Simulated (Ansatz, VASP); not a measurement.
## One calculation of Ir, two programs

INCAR

```
PREC = Accurate
ENCUT = 520
EDIFF = 1E-6
ISMEAR = 0
SIGMA = 0.15
LREAL = F
LASPH = T
NELM = 100
ALGO = Normal
ISIF = 2
LWAVE = F
LCHARG = F
GGA = CA
NBANDS = 10
```

File KPOINTS:

```
Automatic mesh
0
Gamma
  22 22 22
```

Contents of POSCAR:

```
Ir
1.0
    0.0000000000      1.8894041476      2.0411233007
    1.8894041476      0.0000000000      2.0411233007
    1.8894041476      1.8894041476      0.0000000000
Ir
1
Direct
    0.0000000000      0.0000000000      0.0000000000
```

Input for Ansatz:

```yaml
crystal:
  lattice:
    - [0.0, 1.8894041476, 2.0411233007]
    - [1.8894041476, 0.0, 2.0411233007]
    - [1.8894041476, 1.8894041476, 0.0]
  atoms:
    - { symbol: Ir, position: [0.0, 0.0, 0.0] }
basis:
  ecutwfc: 420
kpoints:
  mp_grid: { grid: [22, 22, 22] }
hamiltonian:
  xc: lda
  pseudopotentials: { kind: paw, azcp: { folder: soft_1 } }
scf:
  occupations: { method: gaussian, width: 0.15 }
output:
  forces: true
  stress: true
  eigenvalues: true
```

Alike in both runs: task single point; functional LDA; k mesh 22 × 22 × 22; occupations gaussian, width 0.15 eV; no spin polarisation.

|  | VASP | Ansatz |
| --- | --- | --- |
| version | VASP 6.6.1 | Ansatz 0.2.0 |
| potentials or method | VASP PAW LDA potentials, release 64 (Ir), cutoff 520 eV | scalar-relativistic, plane waves, PAW |
| valence electrons in the cell | 9 | 17 |

```tsv
	VASP	Ansatz	Ansatz less VASP
gap on the k mesh at the Fermi level (eV)	none	none	-
pressure (GPa)	-14.8	-16.9	-2.08
traceless stress, the component that is largest in VASP (GPa)	-17.72	-17.78	-0.058
```

Ansatz warns that its potentials were made for another functional, while VASP's fit it. LDA's correlation is that of Perdew and Zunger in VASP and of Perdew and Wang (1992) in Ansatz. A gap of «none» marks a metal or a gap that the smearing closes. VASP's potentials hold 9 valence electrons a cell and Ansatz's 17, so a difference there can come from the potentials and not from the codes.

Neither program's run includes spin-orbit coupling.
